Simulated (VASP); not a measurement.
ZnS: single point with PBE

ZnS:

```
CELL_PARAMETERS angstrom
0.00000 2.59646 2.81284
2.59646 0.00000 2.81284
2.59646 2.59646 0.00000
ATOMIC_POSITIONS crystal
Zn 0.00000 0.00000 0.00000
S 0.75000 0.75000 0.75000
```

This cell differs from its parent crystal: strain -0.040 along x and y, +0.040 along z.

| Property | Result |
| --- | --- |
| Program | VASP 6.6.1 |
| Task | single point |
| Functional | PBE |
| Potentials or basis | VASP PAW PBE potentials, release 64 (Zn, S) |
| Cutoff | 520 eV |
| k mesh | 10 × 10 × 10 |
| Occupations | gaussian, width 0.05 eV |
| Spin | no spin polarisation |

| Property | Result |
| --- | --- |
| Pressure | 4.9 GPa |
| Band gap on the k mesh | 2.15 eV, direct |

Stress tensor (GPa, compression positive):
```
6.09 0.00 0.00
0.00 6.09 0.00
0.00 0.00 2.44
```

Levels at points of the mesh, in eV from the valence-band top:
```csv
k point,band 6,band 7,band 8,band 9,band 10,band 11,band 12,band 13
"(0.00, 0.00, 0.00)",-6.05,-0.34,0.00,0.00,2.15,6.30,6.32,6.32
"(0.50, 0.00, 0.00)",-5.86,-5.61,-1.26,-0.78,3.17,6.59,7.18,8.94
"(0.50, 0.50, 0.00)",-5.93,-5.12,-2.16,-2.16,3.54,4.49,10.52,12.23
"(0.50, 0.00, 0.50)",-5.79,-4.64,-2.68,-2.50,3.08,3.72,11.39,11.53
```

Run time: 71 s on 1 thread of Intel Xeon 8259CL, on a shared host, peak memory 0.2 GiB.

Caveat: the cell differs from its parent crystal (strain -0.040 along x and y, +0.040 along z).
